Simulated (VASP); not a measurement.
Set up this calculation in VASP 6.6.1, as the native input.

- Task: single point
- Functional: r2SCAN
- Potentials or basis: VASP PAW PBE potentials, release 64 (Al, Bi_d, Ga_d)
- Cutoff: 520 eV
- k mesh: 6 × 6 × 4
- Occupations: fermi-dirac, width 0.02 eV
- Spin: no spin polarisation
- Dipole correction: no
- Further INCAR settings: ALGO = Normal; EDIFF = 1e-06; NBANDS = 31

The system is AlGaBi2.

```
Al Bi Ga
1.0
     4.51440    0.00000    0.00000
     0.00000    4.51440    0.00000
     0.00000    0.00000    6.33717
Al Bi Ga
1 2 1
Cartesian
  0.0000 0.0000 0.0000
  0.0000 2.2572 1.5867
  2.2572 0.0000 4.7505
  2.2572 2.2572 3.1686
```

The input as run:

POSCAR

```
AlGaBi2
1.0
    4.5144014341      0.0000000000      0.0000000000
    0.0000000000      4.5144014341      0.0000000000
    0.0000000000      0.0000000000      6.3371682783
Al Bi Ga
1 2 1
Direct
    0.0000000000      0.0000000000      0.0000000000
    0.0000000000      0.5000000000      0.2503749480
    0.5000000000      0.0000000000      0.7496250520
    0.5000000000      0.5000000000      0.5000000000
```

INCAR.step1

```
  PREC = Accurate
  ENCUT = 520
  ISMEAR = -1
  SIGMA = 0.02
  LREAL = False
  LASPH = True
  NELM = 60
  NBANDS = 31
  GGA = PE
  ALGO = Normal
  EDIFF = 1E-4
  LWAVE = True
  LCHARG = False
```

INCAR.step2

```
  PREC = Accurate
  ENCUT = 520
  EDIFF = 1E-6
  ISMEAR = -1
  SIGMA = 0.02
  LREAL = False
  LASPH = True
  NELM = 60
  ALGO = Normal
  ISIF = 2
  LWAVE = False
  LCHARG = True
  METAGGA = R2SCAN
  LMIXTAU = True
  LELF = True
  LVHAR = True
  NBANDS = 31
  ISTART = 1
```

KPOINTS

```
Automatic mesh
0
Gamma
  6 6 4
```

Potentials or basis: VASP PAW PBE potentials, release 64 (Al, Bi_d, Ga_d).

The run is started by

```sh
$ cat potpaw_PBE.64/Al/POTCAR potpaw_PBE.64/Bi_d/POTCAR potpaw_PBE.64/Ga_d/POTCAR > POTCAR
$ cp INCAR.step1 INCAR
$ mpirun -np 1 vasp_std > vasp.out
$ cp INCAR.step2 INCAR
$ mpirun -np 1 vasp_std > vasp.out
```

Results of the run:

- Pressure: -0.1 GPa
- Largest force: 0.015 eV/Å
- Band gap on the k mesh: zero (band 23 reaches 4.37 eV, above the bottom of band 24 at 4.30 eV)

Caveat: the PAW data sets were made with another functional, which shifts forces and pressure a little; spin-orbit coupling is left out, which moves the levels of the heavy elements.

It took 4 min on 1 thread of Intel(R) Xeon(R) Platinum 8488C (Sapphire Rapids) (shared host), peak memory 0.32 GiB.
